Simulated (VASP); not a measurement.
The system is CsPbCl3.

```
CELL_PARAMETERS angstrom
5.60500 0.00000 0.00000
0.00000 5.60500 0.00000
0.00000 0.00000 5.60500
ATOMIC_POSITIONS crystal
Cs 0.00000 0.00000 0.00000
Pb 0.50000 0.50000 0.50000
Cl 0.00000 0.50000 0.50000
Cl 0.50000 0.00000 0.50000
Cl 0.50000 0.50000 0.00000
```

* Program: VASP 6.6.1
* Task: relaxation of cell and atoms
* Functional: PBE
* Potentials or basis: VASP PAW PBE potentials, release 64 (Cs_sv, Pb_d, Cl)
* Cutoff: 600 eV
* k mesh: 6 × 6 × 6
* Occupations: gaussian, width 0.02 eV
* Spin: no spin polarisation

At the start: pressure 1.8 GPa; volume 35.22 Å³/atom.

How do energy, volume and symmetry change on relaxing?

Over 3 steps the energy falls by 12.9 meV/atom and the volume is 37.73 Å³/atom (+7.1 %); space group Pm-3m (No. 221, to 0.1 Å) before and after.

Step by step:
```csv
step,energy change (eV),largest force (eV/Å),pressure (GPa),volume (Å³)
1,0.0000,0.0000,1.76,176.09
2,-0.0622,0.0000,0.29,186.16
3,-0.0643,0.0000,-0.01,188.65
```

Final structure:
```
CELL_PARAMETERS angstrom
5.73521 0.00000 0.00000
0.00000 5.73521 0.00000
0.00000 0.00000 5.73521
ATOMIC_POSITIONS crystal
Cs 0.00000 0.00000 0.00000
Pb 0.50000 0.50000 0.50000
Cl 0.00000 0.50000 0.50000
Cl 0.50000 0.00000 0.50000
Cl 0.50000 0.50000 0.00000
```
